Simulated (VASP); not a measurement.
# SrO (P6_3/mmc) in VASP: further runs

The runs below take SrO through single point, with PBEsol, LDA.

Program: VASP 6.6.1. These are calculated values, not measurements. Logs are shortened: lines on timing, memory, paths and dates and some standing lists are left out, and cuts for length are marked.

## (1) The cell of the first run

It takes space group P6_3/mmc (No. 194, hexagonal). Conventional cell: a = 4.270 Å, b = 4.270 Å, c = 5.144 Å, α = 90.00°, β = 90.00°, γ = 120.00°. Sr (site symmetry -6m2) has 5 O at 2.47 to 2.57 Å within 3.3 Å. O (site symmetry -6m2) has 5 Sr at 2.47 to 2.57 Å within 3.3 Å.

## (2) Single point, PBEsol

INCAR reads:

```
PREC = Accurate
ENCUT = 520
EDIFF = 1E-6
ISMEAR = 0
SIGMA = 0.01
LREAL = F
LASPH = T
NELM = 80
ALGO = Normal
ISIF = 2
LWAVE = F
LCHARG = F
GGA = PS
NBANDS = 24
```

KPOINTS reads:

```
Automatic mesh
0
Gamma
  6 6 4
```

POSCAR reads:

```
SrO
1.0
    4.2700309501      0.0000000000      0.0000000000
   -2.1350154750      3.6979552777      0.0000000000
    0.0000000000      0.0000000000      5.1444468281
Sr O
2 2
Direct
    0.3333333333      0.6666666667     -0.0625000000
    0.6666666667      0.3333333333      0.4375000000
    0.3333333333      0.6666666667      0.4375000000
    0.6666666667      0.3333333333      0.9375000000
```

Potentials or basis: VASP PAW PBE potentials, release 64 (Sr_sv, O).

Command:

```sh
> cat potpaw_PBE.64/Sr_sv/POTCAR potpaw_PBE.64/O/POTCAR > POTCAR
> mpirun -np 1 vasp_std > vasp.out
```

OUTCAR:

```text
PREC = Accurate
   ENCUT = 520
   EDIFF = 1E-6
   ISMEAR = 0
   LREAL = F
   LASPH = T
   NELM = 80
   ISIF = 2
   GGA = PS

 ion  position               nearest neighbor table
   1  0.333  0.667  0.938-   4 2.47   4 2.47   4 2.47   3 2.57   3 2.57   2 3.56   2 3.56   2 3.56
                             2 3.56   2 3.56   2 3.56
   2  0.667  0.333  0.438-   3 2.47   3 2.47   3 2.47   4 2.57   4 2.57   1 3.56   1 3.56   1 3.56
                             1 3.56   1 3.56   1 3.56
   3  0.333  0.667  0.438-   2 2.47   2 2.47   2 2.47   1 2.57   1 2.57
   4  0.667  0.333  0.938-   1 2.47   1 2.47   1 2.47   2 2.57   2 2.57

  LATTYP: Found a hexagonal cell.
 ALAT       =     4.2700309501
 C/A-ratio  =     1.2047797518

  Lattice vectors:

 A1 = (   4.2700309501,   0.0000000000,   0.0000000000)
 A2 = (  -2.1350154750,   3.6979552777,   0.0000000000)
 A3 = (   0.0000000000,   0.0000000000,   5.1444468281)

Analysis of symmetry for initial positions (statically):
=====================================================================
 Subroutine PRICEL returns:
 Original cell was already a primitive cell.

 Routine SETGRP: Setting up the symmetry group for a
 hexagonal supercell.

 Subroutine GETGRP returns: Found 24 space group operations
 (whereof  6 operations were pure point group operations)
 out of a pool of 24 trial point group operations.

The static configuration has the point symmetry C_3v.
 The point group associated with its full space group is D_6h.

Analysis of symmetry for dynamics (positions and initial velocities):
=====================================================================
 Subroutine PRICEL returns:
 Original cell was already a primitive cell.

 Routine SETGRP: Setting up the symmetry group for a
 hexagonal supercell.

 Subroutine GETGRP returns: Found 24 space group operations
 (whereof  6 operations were pure point group operations)
 out of a pool of 24 trial point group operations.

The dynamic configuration has the point symmetry C_3v.
 The point group associated with its full space group is D_6h.

 Subroutine INISYM returns: Found 24 space group operations
 (whereof  6 operations are pure point group operations),
 and found     1 'primitive' translations

----------------------------------------------------------------------------------------

[... 90 lines left out ...]
   ENCUT  =  520.0 eV  38.22 Ry    6.18 a.u.   7.94  7.94  9.57*2*pi/ulx,y,z
   NELM   =     80;   NELMIN=  2; NELMDL= -5     # of ELM steps
   EDIFF  = 0.1E-05   stopping-criterion for ELM
   LREAL  =      F    real-space projection
   EDIFFG = 0.1E-04   stopping-criterion for IOM
   NSW    =      0    number of steps for IOM
   IBRION =     -1    ionic relax: 0-MD 1-quasi-New 2-CG
   NFREE  =      0    steps in history (QN), initial steepest desc. (CG)
   ISIF   =      2    stress and relaxation
   ISYM   =      2    0-nonsym 1-usesym 2-fastsym
   POTIM  = 0.5000    time-step for ionic-motion
   TEBEG  =    0.0;   TEEND  =   0.0 temperature during run
   PSTRESS=    0.0 pullay stress
   NELECT =      32.0000    total number of electrons
   NUPDOWN=      -1.0000    fix difference up-down
   EMIN   =  10.00;   EMAX   =-10.00  energy-range for DOS
   EFERMI =   0.00;   METHOD = LEGACY
   ISMEAR =     0;   SIGMA  =   0.01  broadening in eV -4-tet -1-fermi 0-gaus
   EFERMI_NEDOS =   21; number of points for ismear=-14 and -15
   IALGO  =     38    algorithm
   IMIX   =      4    mixing-type and parameters
     AMIX     =   0.40;   BMIX     =  1.00
     AMIX_MAG =   1.60;   BMIX_MAG =  1.00
  volume/ion in A,a.u.               =      20.31       137.05
  Fermi-wavevector in a.u.,A,eV,Ry     =   1.200092  2.267844 19.595378  1.440220
  Thomas-Fermi vector in A             =   2.335937
   LORBIT       =      0    0 simple, 1 ext, 2 COOP (PROOUT), +10 PAW based schemes
   GGA     = PS    functional components
   LHFCALC =     F    Hartree Fock is set to
   AEXX    =    0.0000 exact exchange contribution
   IVDW    =     0    specifies the selected vdW correction
   LEPSILON=     F    determine dielectric tensor
   LRPA    =     F    only Hartree local field effects (RPA)
 non-spin polarized calculation
 Gauss-broadening in eV      SIGMA  =   0.01
  energy-cutoff  :      520.00
  volume of cell :       81.23
 maximum number of plane-waves:      2208
 NGX is ok and might be reduce to    32
   NGX = 15   NGY = 15   NGZ = 19

 number of electron      32.0000008 magnetization

 Free energy of the ion-electron system (eV)
  ---------------------------------------------------
  ext. energy  EPLUGINS =         0.00000000
  ---------------------------------------------------
  free energy    TOTEN  =       -24.97813158 eV

  energy without entropy =      -24.97813158  energy(sigma->0) =      -24.97813158

 E-fermi :   0.7568     XC(G=0):  -9.1954

 val. band max:        0.6166084404   @ k =   0.0000   0.0000   0.0000
 cond. band min:       3.1315017310   @ k =   0.0000   0.0000   0.0000
 fundamental gap:      2.5148932906
 Fermi energy:         0.7568200967

 k-point     1 :       0.0000    0.0000    0.0000
  band No.  band energies     occupation
      1     -31.6511      2.00000
      2     -31.4783      2.00000
      3     -14.3265      2.00000
      4     -14.3265      2.00000
      5     -14.2314      2.00000
      6     -13.8197      2.00000
[... 556 lines left out ...]
     23       9.8706      0.00000
     24       9.8706      0.00000

------------------------ aborting loop because EDIFF is reached ----------------------------------------

  FORCE on cell =-STRESS in cart. coord.  units (eV):
  Direction    XX          YY          ZZ          XY          YZ          ZX
  --------------------------------------------------------------------------------------
  -------------------------------------------------------------------------------------
  Total       -0.5820291     -0.5820291     -0.5945978     -0.0000000     -0.0000000      0.0000000
  in kB      -11.4795259    -11.4795259    -11.7274205     -0.0000000     -0.0000000      0.0000000
  external PRESSURE =     -11.5621574 kB  Pullay stress =       0.0000000 kB

 VOLUME and BASIS-vectors are now :
 -----------------------------------------------------------------------------
  energy-cutoff  :      520.00
  volume of cell :       81.23
      direct lattice vectors                 reciprocal lattice vectors
     4.270030950  0.000000000  0.000000000     0.234190340  0.135209856  0.000000000
    -2.135015475  3.697955278  0.000000000     0.000000000  0.270419712  0.000000000
     0.000000000  0.000000000  5.144446828     0.000000000  0.000000000  0.194384359

 POSITION                                       TOTAL-FORCE (eV/Angst)
 -----------------------------------------------------------------------------------
     -0.00000      2.46530      4.82292         0.000000      0.000000      0.000000
      2.13502      1.23265      2.25070        -0.000000     -0.000000      0.000000
     -0.00000      2.46530      2.25070        -0.000000      0.000000     -0.000000
      2.13502      1.23265      4.82292         0.000000     -0.000000     -0.000000
 -----------------------------------------------------------------------------------
    total drift:                               -0.000000      0.000000      0.000000

  FREE ENERGIE OF THE ION-ELECTRON SYSTEM (eV)
  ---------------------------------------------------
  free  energy   TOTEN  =       -24.9781315809 eV

  energy  without entropy=      -24.9781315809  energy(sigma->0) =      -24.97813158
```

OSZICAR:

```text
N       E                     dE             d eps       ncg     rms          rms(c)
DAV:   1     0.196758370946E+03    0.19676E+03   -0.16124E+04  1008   0.124E+03
DAV:   2    -0.165244009510E+02   -0.21328E+03   -0.20012E+03  1408   0.289E+02
DAV:   3    -0.298841824555E+02   -0.13360E+02   -0.13264E+02  1520   0.662E+01
DAV:   4    -0.302566629516E+02   -0.37248E+00   -0.37219E+00  1464   0.917E+00
DAV:   5    -0.302615469723E+02   -0.48840E-02   -0.48839E-02  1392   0.999E-01    0.247E+01
DAV:   6    -0.253496519224E+02    0.49119E+01   -0.23058E+01  1128   0.251E+01    0.295E+01
DAV:   7    -0.251269238902E+02    0.22273E+00   -0.18011E+00  1344   0.769E+00    0.177E+01
DAV:   8    -0.249793495837E+02    0.14757E+00   -0.57404E-01  1200   0.507E+00    0.241E+00
DAV:   9    -0.249728831173E+02    0.64665E-02   -0.47450E-02  1440   0.137E+00    0.536E-01
DAV:  10    -0.249776302473E+02   -0.47471E-02   -0.52651E-03  1120   0.430E-01    0.232E-01
DAV:  11    -0.249779567181E+02   -0.32647E-03   -0.14599E-03  1400   0.200E-01    0.112E-01
DAV:  12    -0.249781356467E+02   -0.17893E-03   -0.29417E-04  1112   0.963E-02    0.297E-02
DAV:  13    -0.249781330176E+02    0.26291E-05   -0.15842E-05  1368   0.235E-02    0.162E-02
DAV:  14    -0.249781316180E+02    0.13996E-05   -0.60176E-06  1240   0.147E-02    0.375E-03
DAV:  15    -0.249781315809E+02    0.37036E-07   -0.31461E-07   872   0.347E-03
   1 F= -.24978132E+02 E0= -.24978132E+02  d E =-.163595E-89
```

stdout:

```text
POSCAR found type information on POSCAR SrO
 POSCAR found :  2 types and       4 ions
 scaLAPACK will be used
 -----------------------------------------------------------------------------
|                                                                             |
|                                                                             |
|     You enforced a specific xc type in the INCAR file but a different       |
|     I HOPE YOU KNOW WHAT YOU ARE DOING!                                     |
|                                                                             |
 -----------------------------------------------------------------------------

 LDA part: xc-table for (Slater+PW92), standard interpolation
 POSCAR, INCAR and KPOINTS ok, starting setup
 FFT: planning ... GRIDC
 FFT: planning ... GRID_SOFT
 FFT: planning ... GRID
 WAVECAR not read
 entering main loop
```

Wall time 26 s (1 thread of AMD EPYC 9R14 (Zen 4), shared host); peak memory 0.18 GiB.

What came out:

| Item | Value |
| --- | --- |
| Free energy | -24.9781 eV |
| Pressure | -1.2 GPa |
| Band gap on the k mesh | 2.51 eV, direct |

Levels at points of the mesh, in eV from the valence-band top:
```csv
k point,band 13,band 14,band 15,band 16,band 17,band 18,band 19,band 20
"(0.00, 0.00, 0.00)",-0.90,-0.90,-0.33,0.00,2.51,6.06,6.06,7.10
"(0.50, 0.00, 0.00)",-0.37,-0.36,-0.35,-0.27,4.20,4.75,4.99,7.09
"(0.00, 0.00, 0.50)",-1.11,-1.11,-1.11,-1.11,4.23,4.23,7.83,7.83
"(0.50, 0.00, 0.50)",-0.92,-0.92,-0.45,-0.45,4.84,4.84,7.35,7.35
```

Caveat: the PAW data sets were made with another functional, which shifts forces and pressure a little. A hybrid or GW would open this gap; PBEsol tends to underestimate it.

## (3) Single point, PBEsol

INCAR reads:

```
SYSTEM = SrO
PREC = Accurate
ENCUT = 520
EDIFF = 1E-6
ISMEAR = 1
SIGMA = 0.001
LREAL = .FALSE.
LASPH = .TRUE.
NELM = 100
ALGO = Normal
ISIF = 2
LWAVE = .FALSE.
LCHARG = .FALSE.
GGA = PS
NBANDS = 24
```

KPOINTS reads:

```
Automatic mesh
0
G
  6 6 4
  0 0 0
```

POSCAR is that of step 2.

Potentials or basis: VASP PAW PBE potentials, release 64 (Sr_sv, O).

Command:

```sh
> cat potpaw_PBE.64/Sr_sv/POTCAR potpaw_PBE.64/O/POTCAR > POTCAR
> mpirun -np 1 vasp_std > vasp.out
```

It took 26 s on 1 thread of AMD EPYC 9R14 (Zen 4), shared host; peak memory 0.18 GiB.

The run converged. Its results:

- Free energy: -24.9781 eV
- Pressure: -1.2 GPa
- Band gap on the k mesh: 2.51 eV, direct

Levels at points of the mesh, in eV from the valence-band top:
```csv
k point,band 14,band 15,band 16,band 17,band 18,band 19
"(0.00, 0.00, 0.00)",-0.90,-0.33,0.00,2.51,6.06,6.06
"(0.50, 0.00, 0.00)",-0.36,-0.35,-0.27,4.20,4.75,4.99
"(0.00, 0.00, 0.50)",-1.11,-1.11,-1.11,4.23,4.23,7.83
"(0.50, 0.00, 0.50)",-0.92,-0.45,-0.45,4.84,4.84,7.35
```

Caveat: the PAW data sets were made with another functional, which shifts forces and pressure a little.

## (4) Single point, PBEsol

INCAR reads:

```
SYSTEM = SrO
ALGO = Normal ; EDIFF = 1E-7
ENCUT = 520 ; GGA = PS
ISIF = 2 ; ISMEAR = 1
LASPH = .True. ; LCHARG = .False.
LREAL = .False. ; LWAVE = .False.
NBANDS = 24 ; NELM = 100
PREC = Accurate ; SIGMA = 0.05
```

KPOINTS reads:

```
k-points
0
Gamma
  6 6 4
  0 0 0
```

POSCAR is that of step 3.

Command:

```sh
> cat potpaw_PBE.64/Sr_sv/POTCAR potpaw_PBE.64/O/POTCAR > POTCAR
> mpirun -np 1 vasp_std > vasp.out
```

Run time: 27 s. Hardware: 1 thread of AMD EPYC 9R14 (Zen 4), shared host; peak memory 0.18 GiB.

It converged, with:

```yaml
Free_energy: -24.9781 eV
Pressure: -1.2 GPa
Band_gap_on_the_k_mesh: 2.51 eV, direct
```

Levels at points of the mesh, in eV from the valence-band top:
```
           k point  band 12  band 13  band 14  band 15  band 16  band 17  band 18  band 19  band 20  band 21
(0.00, 0.00, 0.00)    -1.07    -0.90    -0.90    -0.33     0.00     2.51     6.06     6.06     7.10     8.02
(0.50, 0.00, 0.00)    -0.88    -0.37    -0.36    -0.35    -0.27     4.20     4.75     4.99     7.09     8.02
(0.00, 0.00, 0.50)    -1.28    -1.11    -1.11    -1.11    -1.11     4.23     4.23     7.83     7.83     7.83
(0.50, 0.00, 0.50)    -1.68    -0.92    -0.92    -0.45    -0.45     4.84     4.84     7.35     7.35     8.10
```

Caveat: the PAW data sets were made with another functional, which shifts forces and pressure a little. As with any semilocal functional, this PBEsol gap is likely too small.

## (5) Single point, LDA

INCAR reads:

```
PREC = Accurate
ENCUT = 520
EDIFF = 1E-6
ISMEAR = 0
SIGMA = 0.01
LREAL = False
LASPH = True
NELM = 60
ALGO = Normal
ISIF = 2
LWAVE = False
LCHARG = False
NBANDS = 24
```

KPOINTS reads:

```
regular mesh
0
Gamma
  6 6 4
```

POSCAR is that of step 4.

Potentials or basis: VASP PAW LDA potentials, release 64 (Sr_sv, O).

Command:

```sh
> cat potpaw_LDA.64/Sr_sv/POTCAR potpaw_LDA.64/O/POTCAR > POTCAR
> mpirun -np 1 vasp_std > vasp.out
```

OUTCAR:

```text
PREC = Accurate
   ENCUT = 520
   EDIFF = 1E-6
   ISMEAR = 0
   LREAL = False
   LASPH = True
   NELM = 60
   ISIF = 2

 ion  position               nearest neighbor table
   1  0.333  0.667  0.938-   4 2.47   4 2.47   4 2.47   3 2.57   3 2.57   2 3.56   2 3.56   2 3.56
                             2 3.56   2 3.56   2 3.56
   2  0.667  0.333  0.438-   3 2.47   3 2.47   3 2.47   4 2.57   4 2.57   1 3.56   1 3.56   1 3.56
                             1 3.56   1 3.56   1 3.56
   3  0.333  0.667  0.438-   2 2.47   2 2.47   2 2.47   1 2.57   1 2.57
   4  0.667  0.333  0.938-   1 2.47   1 2.47   1 2.47   2 2.57   2 2.57

[... 765 lines left out ...]
  --------------------------------------------------------------------------------------
  -------------------------------------------------------------------------------------
  Total       -1.7875959     -1.7875959     -1.9902260     -0.0000000     -0.0000000      0.0000000
  in kB      -35.2572605    -35.2572605    -39.2537921     -0.0000000     -0.0000000      0.0000000
  external PRESSURE =     -36.5894377 kB  Pullay stress =       0.0000000 kB

 VOLUME and BASIS-vectors are now :
 -----------------------------------------------------------------------------
  energy-cutoff  :      520.00
  volume of cell :       81.23
      direct lattice vectors                 reciprocal lattice vectors
     4.270030950  0.000000000  0.000000000     0.234190340  0.135209856  0.000000000
    -2.135015475  3.697955278  0.000000000     0.000000000  0.270419712  0.000000000
     0.000000000  0.000000000  5.144446828     0.000000000  0.000000000  0.194384359

 POSITION                                       TOTAL-FORCE (eV/Angst)
 -----------------------------------------------------------------------------------
     -0.00000      2.46530      4.82292        -0.000000      0.000000      0.000000
      2.13502      1.23265      2.25070         0.000000     -0.000000     -0.000000
     -0.00000      2.46530      2.25070         0.000000      0.000000      0.000000
      2.13502      1.23265      4.82292        -0.000000     -0.000000     -0.000000
 -----------------------------------------------------------------------------------
    total drift:                               -0.000000      0.000000      0.000000

  FREE ENERGIE OF THE ION-ELECTRON SYSTEM (eV)
  ---------------------------------------------------
  free  energy   TOTEN  =       -26.3555563416 eV

  energy  without entropy=      -26.3555563416  energy(sigma->0) =      -26.35555634
```

OSZICAR:

```text
N       E                     dE             d eps       ncg     rms          rms(c)
DAV:   1     0.197289755518E+03    0.19729E+03   -0.16103E+04  1008   0.125E+03
DAV:   2    -0.180890492803E+02   -0.21538E+03   -0.20264E+03  1384   0.294E+02
DAV:   3    -0.316983779213E+02   -0.13609E+02   -0.13517E+02  1616   0.668E+01
DAV:   4    -0.320618481731E+02   -0.36347E+00   -0.36319E+00  1384   0.929E+00
DAV:   5    -0.320676939405E+02   -0.58458E-02   -0.58456E-02  1456   0.103E+00    0.250E+01
DAV:   6    -0.268619767256E+02    0.52057E+01   -0.25181E+01  1136   0.263E+01    0.302E+01
DAV:   7    -0.265794112099E+02    0.28257E+00   -0.20259E+00  1336   0.821E+00    0.177E+01
DAV:   8    -0.263690506848E+02    0.21036E+00   -0.68554E-01  1232   0.527E+00    0.306E+00
DAV:   9    -0.263538984719E+02    0.15152E-01   -0.47454E-02  1424   0.142E+00    0.556E-01
DAV:  10    -0.263558021084E+02   -0.19036E-02   -0.51354E-03  1208   0.445E-01    0.255E-01
DAV:  11    -0.263555210960E+02    0.28101E-03   -0.24808E-03  1376   0.286E-01    0.783E-02
DAV:  12    -0.263555637835E+02   -0.42687E-04   -0.25755E-04  1256   0.919E-02    0.513E-02
DAV:  13    -0.263555558576E+02    0.79258E-05   -0.31899E-05  1376   0.369E-02    0.191E-02
DAV:  14    -0.263555563416E+02   -0.48392E-06   -0.40079E-06  1240   0.121E-02
   1 F= -.26355556E+02 E0= -.26355556E+02  d E =-.818272E-76
```

stdout:

```text
POSCAR found type information on POSCAR SrO
 POSCAR found :  2 types and       4 ions
 scaLAPACK will be used
 LDA part: xc-table for (Slater(with rela. corr.)+CA(PZ))
 , standard interpolation
 POSCAR, INCAR and KPOINTS ok, starting setup
 FFT: planning ... GRIDC
 FFT: planning ... GRID_SOFT
 FFT: planning ... GRID
 WAVECAR not read
 entering main loop
```

Run time: 24 s. Hardware: 1 thread of AMD EPYC 9R14 (Zen 4), shared host; peak memory 0.15 GiB.

Results:

* Free energy: -26.3556 eV
* Pressure: -3.7 GPa
* Band gap on the k mesh: 2.46 eV, direct

Stress tensor (GPa, compression positive):
```
-3.53  0.00  0.00
 0.00 -3.53  0.00
 0.00  0.00 -3.93
```

Levels at points of the mesh, in eV from the valence-band top:
| k point | band 14 | band 15 | band 16 | band 17 | band 18 | band 19 |
| --- | --- | --- | --- | --- | --- | --- |
| (0.00, 0.00, 0.00) | -0.90 | -0.33 | 0.00 | 2.46 | 6.00 | 6.00 |
| (0.50, 0.00, 0.00) | -0.36 | -0.35 | -0.27 | 4.15 | 4.68 | 4.92 |
| (0.00, 0.00, 0.50) | -1.12 | -1.12 | -1.12 | 4.17 | 4.17 | 7.78 |
| (0.50, 0.00, 0.50) | -0.92 | -0.44 | -0.44 | 4.78 | 4.78 | 7.29 |

LDA gaps usually lie below the measured ones, often by a third to a half.

## (6) Summary

```tsv
level	potentials or basis	smearing	gap on the mesh (eV)	pressure (GPa)
PBEsol	VASP PAW PBE potentials, release 64 (Sr_sv, O)	gaussian 0.01 eV	2.51	-1.2
PBEsol	VASP PAW PBE potentials, release 64 (Sr_sv, O)	methfessel-paxton 0.001 eV	2.51	-1.2
PBEsol	VASP PAW PBE potentials, release 64 (Sr_sv, O)	methfessel-paxton 0.05 eV	2.51	-1.2
LDA	VASP PAW LDA potentials, release 64 (Sr_sv, O)	gaussian 0.01 eV	2.46	-3.7
```

Alike in all rows: task single point; no spin polarisation; cell as given; k mesh 6 × 6 × 4; cutoff (eV) 520.

Caveats: the PAW data sets were made with another functional, which shifts forces and pressure a little (some runs).

Absolute energies hang on the potentials; compare differences alone.
